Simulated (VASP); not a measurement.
The system is PtSe2.

```
Pt Se
1.0
     3.72400    0.00000    0.00000
    -1.86200    3.22508    0.00000
     0.00000    0.00000    5.06200
Pt Se
1 2
Direct
  0.00000 0.00000 0.00000
  0.33333 0.66667 0.25000
  0.66667 0.33333 0.75000
```

- Program: VASP 6.6.1
- Task: relaxation of cell and atoms
- Functional: PBEsol
- Potentials or basis: VASP PAW PBE potentials, release 64 (Pt, Se)
- Cutoff: 600 eV
- k mesh: 15 × 15 × 8
- Occupations: gaussian, width 0.1 eV
- Spin: no spin polarisation

At the start: pressure 2.3 GPa; volume 20.27 Å³/atom.

Problem. Where does the relaxation end?

Solution. Over 16 steps the energy falls by 6.8 meV/atom and the volume is 19.84 Å³/atom (-2.1 %); space group P-3m1 (No. 164, to 0.1 Å) before and after.

Step by step:
```tsv
step	energy change (eV)	largest force (eV/Å)	pressure (GPa)	volume (Å³)
1	0.0000	0.3215	2.26	60.80
2	0.0157	0.3042	-4.03	63.34
3	-0.0089	0.0738	-0.28	61.73
4	-0.0089	0.0787	-0.23	61.71
5	-0.0104	0.0792	-0.22	61.54
6	-0.0144	0.0799	-0.17	61.02
7	-0.0195	0.0693	0.01	59.97
8	-0.0073	0.0107	0.82	57.84
9	-0.0197	0.0827	0.21	59.67
10	-0.0168	0.1640	-1.50	59.96
11	-0.0201	0.0204	-0.24	59.74
12	-0.0201	0.0319	0.17	59.32
13	-0.0204	0.0053	-0.03	59.53
14	-0.0204	0.0047	-0.04	59.53
15	-0.0204	0.0201	0.16	59.48
16	-0.0204	0.0001	-0.01	59.52
```

Final structure:
```
Pt Se
1.0
     3.76121    0.00000    0.00000
    -1.88061    3.25731    0.00000
     0.00000    0.00000    4.85854
Pt Se
1 2
Direct
  0.00000 0.00000 0.00000
  0.33333 0.66667 0.26116
  0.66667 0.33333 0.73884
```

Caveat: the PAW data sets were made with another functional, which shifts forces and pressure a little.
